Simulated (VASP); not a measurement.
# NiO (F-43m) in VASP: a series of runs

Runs on NiO. Level: PBE. Tasks: single point.

Everything below comes from runs of VASP 6.6.1. Logs are shortened: lines on timing, memory, paths and dates and some standing lists are left out, and cuts for length are marked.

### Step 1. The cell of the first run

It takes space group F-43m (No. 216, cubic). The conventional cell has a = 4.398 Å, b = 4.398 Å, c = 4.398 Å, α = 90.00°, β = 90.00°, γ = 90.00°. Within 2.5 Å of Ni (site symmetry -43m) lie 4 O at 1.90 Å. Within 2.5 Å of O (site symmetry -43m) lie 4 Ni at 1.90 Å.

### Step 2. Single point, PBE, collinear spin, ferromagnetic start (volume scaled by 0.945)

Input file INCAR:

```
SYSTEM = NiO
PREC = Accurate
ENCUT = 520
EDIFF = 1E-6
ISMEAR = 0
SIGMA = 0.05
LREAL = .False.
LASPH = .True.
NELM = 150
ALGO = Normal
ISIF = 2
LWAVE = .False.
LCHARG = .True.
ISPIN = 2
MAGMOM = 1.54 0
LORBIT = 11
LMAXMIX = 4
GGA = PE
LELF = .True.
LVHAR = .True.
NBANDS = 19
```

Input file KPOINTS:

```
Automatic mesh
0
Gamma
  12 12 12
  0 0 0
```

Input file POSCAR:

```
NiO
1.0
    0.0000000000      2.1990918836      2.1990918836
    2.1990918836      0.0000000000      2.1990918836
    2.1990918836      2.1990918836      0.0000000000
Ni O
1 1
Direct
    0.0000000000      0.0000000000      0.0000000000
    0.2500000000      0.2500000000      0.2500000000
```

Potentials or basis: VASP PAW PBE potentials, release 64 (Ni, O).

Command:

```bash
cat potpaw_PBE.64/Ni/POTCAR potpaw_PBE.64/O/POTCAR > POTCAR
mpirun -np 1 vasp_std > vasp.out
```

OUTCAR:

```text
SYSTEM = NiO
   PREC = Accurate
   ENCUT = 520
   EDIFF = 1E-6
   ISMEAR = 0
   LREAL = .False.
   LASPH = .True.
   NELM = 150
   ISIF = 2
   ISPIN = 2
   LORBIT = 11
   GGA = PE

 ion  position               nearest neighbor table
   1  0.000  0.000  0.000-   2 1.90   2 1.90   2 1.90   2 1.90
   2  0.250  0.250  0.250-   1 1.90   1 1.90   1 1.90   1 1.90

  LATTYP: Found a face centered cubic cell.
 ALAT       =     4.3981837672

  Lattice vectors:

 A1 = (   0.0000000000,   2.1990918836,   2.1990918836)
 A2 = (   2.1990918836,   0.0000000000,   2.1990918836)
 A3 = (   2.1990918836,   2.1990918836,   0.0000000000)

Analysis of symmetry for initial positions (statically):
=====================================================================
 Subroutine PRICEL returns:
 Original cell was already a primitive cell.

 Routine SETGRP: Setting up the symmetry group for a
 face centered cubic supercell.

 Subroutine GETGRP returns: Found 24 space group operations
 (whereof 24 operations were pure point group operations)
 out of a pool of 48 trial point group operations.

The static configuration has the point symmetry T_d .

Analysis of symmetry for dynamics (positions and initial velocities):
=====================================================================
 Subroutine PRICEL returns:
 Original cell was already a primitive cell.

 Routine SETGRP: Setting up the symmetry group for a
 face centered cubic supercell.

 Subroutine GETGRP returns: Found 24 space group operations
 (whereof 24 operations were pure point group operations)
 out of a pool of 48 trial point group operations.

The dynamic configuration has the point symmetry T_d .

Analysis of structural, dynamic, and magnetic symmetry:
=====================================================================
 Subroutine PRICEL returns:
 Original cell was already a primitive cell.

 Routine SETGRP: Setting up the symmetry group for a
 face centered cubic supercell.

 Subroutine GETGRP returns: Found 24 space group operations
 (whereof 24 operations were pure point group operations)
 out of a pool of 48 trial point group operations.

The overall configuration has the point symmetry T_d .

 Subroutine INISYM returns: Found 24 space group operations
 (whereof 24 operations are pure point group operations),
 and found     1 'primitive' translations

----------------------------------------------------------------------------------------

                                     Primitive cell

  volume of cell :      21.2696

  direct lattice vectors                    reciprocal lattice vectors
     0.000000000  2.199091884  2.199091884    -0.227366580  0.227366580  0.227366580
     2.199091884  0.000000000  2.199091884     0.227366580 -0.227366580  0.227366580
     2.199091884  2.199091884  0.000000000     0.227366580  0.227366580 -0.227366580

  length of vectors
     3.109985567  3.109985567  3.109985567     0.393810468  0.393810468  0.393810468

  position of ions in fractional coordinates (direct lattice)
     0.000000000  0.000000000  0.000000000
     0.250000000  0.250000000  0.250000000

  ion indices of the primitive-cell ions
   primitive index   ion index
                 1           1
                 2           2

----------------------------------------------------------------------------------------

 KPOINTS: Automatic mesh

Automatic generation of k-mesh.
 Grid dimensions read from file:
 generate k-points for:   12   12   12

 Generating k-lattice:

  Cartesian coordinates                     Fractional coordinates (reciprocal lattice)
    -0.018947215  0.018947215  0.018947215     0.083333333  0.000000000  0.000000000
     0.018947215 -0.018947215  0.018947215     0.000000000  0.083333333  0.000000000
     0.018947215  0.018947215 -0.018947215     0.000000000  0.000000000  0.083333333

  Length of vectors
     0.032817539  0.032817539  0.032817539

  Shift w.r.t. Gamma in fractional coordinates (k-lattice)
     0.000000000  0.000000000  0.000000000

 Subroutine IBZKPT returns following result:
 ===========================================

 Found     72 irreducible k-points:

 Following reciprocal coordinates:
            Coordinates               Weight
  0.000000  0.000000  0.000000      1.000000
  0.083333  0.000000  0.000000      8.000000
  0.166667  0.000000  0.000000      8.000000
  0.250000  0.000000  0.000000      8.000000
  0.333333  0.000000  0.000000      8.000000
  0.416667  0.000000  0.000000      8.000000
[... 16 lines left out ...]
  0.500000  0.166667  0.000000     24.000000
 -0.416667  0.166667  0.000000     24.000000
 [... further k-points ...]
   k-points           NKPTS =     72   k-points in BZ     NKDIM =     72   number of bands    NBANDS=     19
   number of dos      NEDOS =    301   number of ions     NIONS =      2
   total plane-waves  NPLWV =  13824
   dimension x,y,z NGX =    24 NGY =   24 NGZ =   24
   dimension x,y,z NGXF=    48 NGYF=   48 NGZF=   48
   ions per type =               1   1
   NGX,Y,Z   is equivalent  to a cutoff of  12.83, 12.83, 12.83 a.u.
   NGXF,Y,Z  is equivalent  to a cutoff of  25.66, 25.66, 25.66 a.u.
 SYSTEM =  NiO
   PREC   = accura    normal or accurate (medium, high low for compatibility)
   ISTART =      0    job   : 0-new  1-cont  2-samecut
   ICHARG =      2    charge: 1-file 2-atom 10-const
   ISPIN  =      2    spin polarized calculation?
   LNONCOLLINEAR =      F non collinear calculations
   LSORBIT =      F    spin-orbit coupling
   LASPH  =      T    aspherical Exc in radial PAW
   ENCUT  =  520.0 eV  38.22 Ry    6.18 a.u.   5.78  5.78  5.78*2*pi/ulx,y,z
   NELM   =    150;   NELMIN=  2; NELMDL= -5     # of ELM steps
   EDIFF  = 0.1E-05   stopping-criterion for ELM
   LREAL  =      F    real-space projection
   EDIFFG = 0.1E-04   stopping-criterion for IOM
   NSW    =      0    number of steps for IOM
   IBRION =     -1    ionic relax: 0-MD 1-quasi-New 2-CG
   NFREE  =      0    steps in history (QN), initial steepest desc. (CG)
   ISIF   =      2    stress and relaxation
   ISYM   =      2    0-nonsym 1-usesym 2-fastsym
   POTIM  = 0.5000    time-step for ionic-motion
   TEBEG  =    0.0;   TEEND  =   0.0 temperature during run
   PSTRESS=    0.0 pullay stress
   NELECT =      16.0000    total number of electrons
   NUPDOWN=      -1.0000    fix difference up-down
   EMIN   =  10.00;   EMAX   =-10.00  energy-range for DOS
   EFERMI =   0.00;   METHOD = LEGACY
   ISMEAR =     0;   SIGMA  =   0.05  broadening in eV -4-tet -1-fermi 0-gaus
   EFERMI_NEDOS =   21; number of points for ismear=-14 and -15
   IALGO  =     38    algorithm
   IMIX   =      4    mixing-type and parameters
     AMIX     =   0.40;   BMIX     =  1.00
     AMIX_MAG =   1.60;   BMIX_MAG =  1.00
  volume/ion in A,a.u.               =      10.63        71.77
  Fermi-wavevector in a.u.,A,eV,Ry     =   1.488886  2.813587 30.161144  2.216782
  Thomas-Fermi vector in A             =   2.601864
   LORBIT       =     11    0 simple, 1 ext, 2 COOP (PROOUT), +10 PAW based schemes
   GGA     = PE    functional components
   LHFCALC =     F    Hartree Fock is set to
   AEXX    =    0.0000 exact exchange contribution
   IVDW    =     0    specifies the selected vdW correction
   LEPSILON=     F    determine dielectric tensor
   LRPA    =     F    only Hartree local field effects (RPA)
 spin polarized calculation
 Gauss-broadening in eV      SIGMA  =   0.05
  energy-cutoff  :      520.00
  volume of cell :       21.27
 maximum number of plane-waves:       588
   NGX = 11   NGY = 11   NGZ = 11

 number of electron      16.0000001 magnetization       1.7664446

 Free energy of the ion-electron system (eV)
  ---------------------------------------------------
  ext. energy  EPLUGINS =         0.00000000
  ---------------------------------------------------
  free energy    TOTEN  =       -11.56141666 eV

  energy without entropy =      -11.55963004  energy(sigma->0) =      -11.56052335

 E-fermi :   6.2779     XC(G=0): -11.5491

 val. band max:        6.2609938801   @ k =  -0.1667   0.2500   0.0833
 cond. band min:       6.2792790135   @ k =   0.2500   0.0833   0.0000
 fundamental gap:      0.0182851334
 Fermi energy:         6.2778619198

 spin component 1

 k-point     1 :       0.0000    0.0000    0.0000
  band No.  band energies     occupation
      1     -14.1262      1.00000
      2      -0.0430      1.00000
      3      -0.0429      1.00000
      4      -0.0429      1.00000
      5       3.8189      1.00000
      6       3.8189      1.00000
[... 11 lines left out ...]
     18      29.9333      0.00000
     19      29.9333      0.00000
[... 485 lines left out ...]
 k-point    24 :      -0.4167    0.1667    0.0000
  band No.  band energies     occupation
      1     -13.3283      1.00000
      2      -0.7700      1.00000
      3       0.1270      1.00000
      4       0.4210      1.00000
      5       3.5331      1.00000
      6       3.8063      1.00000
[... 11 lines left out ...]
     18      34.0079      0.00000
     19      34.7311      0.00000

 [... further k-points ...]

 spin component 2

 k-point     1 :       0.0000    0.0000    0.0000
  band No.  band energies     occupation
      1     -13.5854      1.00000
      2       0.8673      1.00000
      3       0.8673      1.00000
      4       0.8673      1.00000
      5       4.8285      1.00000
      6       4.8285      1.00000
[... 11 lines left out ...]
     18      30.1778      0.00000
     19      30.1778      0.00000
[... 485 lines left out ...]
 k-point    24 :      -0.4167    0.1667    0.0000
  band No.  band energies     occupation
      1     -12.7350      1.00000
      2      -0.3355      1.00000
      3       0.8472      1.00000
      4       1.2203      1.00000
      5       4.9314      1.00000
      6       4.9668      1.00000
[... 11 lines left out ...]
     18      34.2656      0.00000
     19      35.0586      0.00000

 [... further k-points ...]

------------------------ aborting loop because EDIFF is reached ----------------------------------------

  FORCE on cell =-STRESS in cart. coord.  units (eV):
  Direction    XX          YY          ZZ          XY          YZ          ZX
  --------------------------------------------------------------------------------------
  -------------------------------------------------------------------------------------
  Total        1.1908275      1.1908275      1.1908275      0.0000000      0.0000000     -0.0000000
  in kB       89.7014161     89.7014161     89.7014161      0.0000000      0.0000000     -0.0000000
  external PRESSURE =      89.7014161 kB  Pullay stress =       0.0000000 kB

 VOLUME and BASIS-vectors are now :
 -----------------------------------------------------------------------------
  energy-cutoff  :      520.00
  volume of cell :       21.27
      direct lattice vectors                 reciprocal lattice vectors
     0.000000000  2.199091884  2.199091884    -0.227366580  0.227366580  0.227366580
     2.199091884  0.000000000  2.199091884     0.227366580 -0.227366580  0.227366580
     2.199091884  2.199091884  0.000000000     0.227366580  0.227366580 -0.227366580

 POSITION                                       TOTAL-FORCE (eV/Angst)
 -----------------------------------------------------------------------------------
      0.00000      0.00000      0.00000         0.000000      0.000000      0.000000
      1.09955      1.09955      1.09955        -0.000000     -0.000000     -0.000000
 -----------------------------------------------------------------------------------
    total drift:                                0.000000      0.000000      0.000001

  FREE ENERGIE OF THE ION-ELECTRON SYSTEM (eV)
  ---------------------------------------------------
  free  energy   TOTEN  =       -11.5614166590 eV

  energy  without entropy=      -11.5596300416  energy(sigma->0) =      -11.56052335

 total charge

# of ion       s       p       d       tot
------------------------------------------
    1        0.401   0.534   8.285   9.219
    2        1.558   3.441   0.000   4.998
--------------------------------------------------
tot          1.959   3.974   8.285  14.218

 magnetization (x)

# of ion       s       p       d       tot
------------------------------------------
    1        0.003   0.042   1.346   1.391
    2        0.016   0.310   0.000   0.326
--------------------------------------------------
tot          0.019   0.352   1.346   1.717
```

It took 54 s on 1 thread of AMD EPYC 7R43 (Zen 3), shared host; peak memory 0.14 GiB.

What came out:

```
Free energy                                           : -11.5614 eV
Pressure                                              : 9.0 GPa
Net moment                                            : 1.77 μB per cell
Site moments                                          : Ni +1.39; O +0.33 μB
Valence electrons inside the program's atomic spheres : Ni 9.22; O 5.00
```

Levels at points of the mesh, in eV from the Fermi level:
Spin up:
| k point | band 7 | band 8 | band 9 | band 10 | band 11 | band 12 |
| --- | --- | --- | --- | --- | --- | --- |
| (0.00, 0.00, 0.00) | 0.34 | 0.34 | 0.34 | 0.54 | 14.70 | 14.70 |
| (0.50, 0.00, 0.00) | -2.37 | -0.56 | -0.56 | 6.13 | 7.55 | 14.17 |
| (0.50, 0.50, 0.00) | -1.81 | -1.81 | -1.74 | 5.54 | 10.53 | 11.42 |
Spin down:
```csv
k point,band 4,band 5,band 6,band 7,band 8,band 9,band 10,band 11
"(0.00, 0.00, 0.00)",-5.41,-1.45,-1.45,0.82,1.82,1.82,1.82,14.94
"(0.50, 0.00, 0.00)",-5.14,-1.24,-1.24,-0.85,0.85,0.85,6.41,8.02
"(0.50, 0.50, 0.00)",-4.76,-1.74,-1.11,-0.78,-0.17,-0.17,6.02,11.07
```

Caveat: a cell with one magnetic atom can't hold antiferromagnetic order, which such compounds often take; semilocal functionals often make such compounds metallic where correlation or magnetic order opens a gap, which also shifts bond lengths.

(Part 1 of 2 ends here.)
